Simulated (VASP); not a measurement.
Be3CdF2:

```
CELL_PARAMETERS angstrom
4.58202 0.00000 0.00000
-2.29101 3.96814 0.00000
0.00000 0.00000 3.72242
ATOMIC_POSITIONS crystal
Be 0.50000 0.00000 0.50000
Be 0.50000 0.50000 0.50000
Be 0.00000 0.50000 0.50000
Cd 0.00000 0.00000 0.00000
F 0.33333 0.66667 0.00000
F 0.66667 0.33333 0.00000
```

| Property | Result |
| --- | --- |
| Program | VASP 6.6.1 |
| Task | relaxation of cell and atoms |
| Functional | PBE |
| Potentials or basis | VASP PAW PBE potentials, release 64 (Be, Cd, F) |
| Cutoff | 600 eV |
| k mesh | 6 × 6 × 6 |
| Occupations | gaussian, width 0.1 eV |
| Spin | no spin polarisation |

At the start: pressure 5.8 GPa; volume 11.28 Å³/atom.

Where does the relaxation end?

Over 10 steps the energy falls by 114.2 meV/atom and the volume is 12.25 Å³/atom (+8.6 %); space group P6/mmm (No. 191, to 0.05 Å).

The path:
| step | energy change (eV) | largest force (eV/Å) | pressure (GPa) | volume (Å³) |
| --- | --- | --- | --- | --- |
| 1 | 0.0000 | 0.0000 | 5.82 | 67.68 |
| 2 | -0.1531 | 0.0000 | 0.96 | 71.76 |
| 3 | -0.1859 | 0.0000 | -3.65 | 76.51 |
| 4 | -0.1912 | 0.0000 | -2.63 | 75.34 |
| 5 | -0.3325 | 0.0000 | -3.27 | 75.61 |
| 6 | -0.6565 | 0.0000 | -2.52 | 75.55 |
| 7 | -0.6550 | 0.0000 | -1.08 | 75.14 |
| 8 | -0.6731 | 0.0000 | -2.05 | 75.42 |
| 9 | -0.6765 | 0.0000 | 1.82 | 71.92 |
| 10 | -0.6855 | 0.0000 | 0.01 | 73.50 |

Final structure:
```xyz
6
Lattice="4.2821 0.0000 0.0000 -2.1411 3.7084 0.0000 0.0000 0.0000 4.6286" Properties=species:S:1:pos:R:3 pbc="T T T"
Be    2.1411    0.0000    2.3143
Be    1.0705    1.8542    2.3143
Be   -1.0705    1.8542    2.3143
Cd    0.0000    0.0000    0.0000
F     0.0000    2.4723    0.0000
F     2.1411    1.2361    0.0000
```
